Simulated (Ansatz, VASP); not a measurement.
# SiC: VASP beside Ansatz

```
Si C
1.0
     3.09500    0.00000    0.00000
    -1.54750    2.68035    0.00000
     0.00000    0.00000   15.18657
Si C
6 6
Direct
  0.33333 0.66667 0.83299
  0.66667 0.33333 0.33299
  0.66667 0.33333 0.66650
  0.33333 0.66667 0.16650
  0.00000 0.00000 0.49972
  0.00000 0.00000 0.99972
  0.00000 0.00000 0.87437
  0.00000 0.00000 0.37437
  0.33333 0.66667 0.70800
  0.66667 0.33333 0.20800
  0.66667 0.33333 0.54151
  0.33333 0.66667 0.04151
```

Alike in both runs: functional PBE; k mesh 12 × 12 × 2; occupations gaussian, width 0.02 eV; no spin polarisation.

Ansatz relaxed the structure, and its values are those at the end. VASP's run is a single point on that final structure, the one shown.

|  | VASP | Ansatz |
| --- | --- | --- |
| version | VASP 6.6.1 | Ansatz 0.2.0 |
| potentials or method | VASP PAW PBE potentials, release 64 (Si, C), cutoff 520 eV | scalar-relativistic, plane waves, PAW |
| valence electrons in the cell | 48 | 48 |

|  | VASP | Ansatz | Ansatz less VASP |
| --- | --- | --- | --- |
| gap on the k mesh at the Fermi level (eV) | 2.03 | 2.03 | +0.002 |
| least direct gap on the mesh (eV) | 3.12 | 3.13 | +0.002 |
| pressure (GPa) | 0.0 | 0.0 | +0.05 |
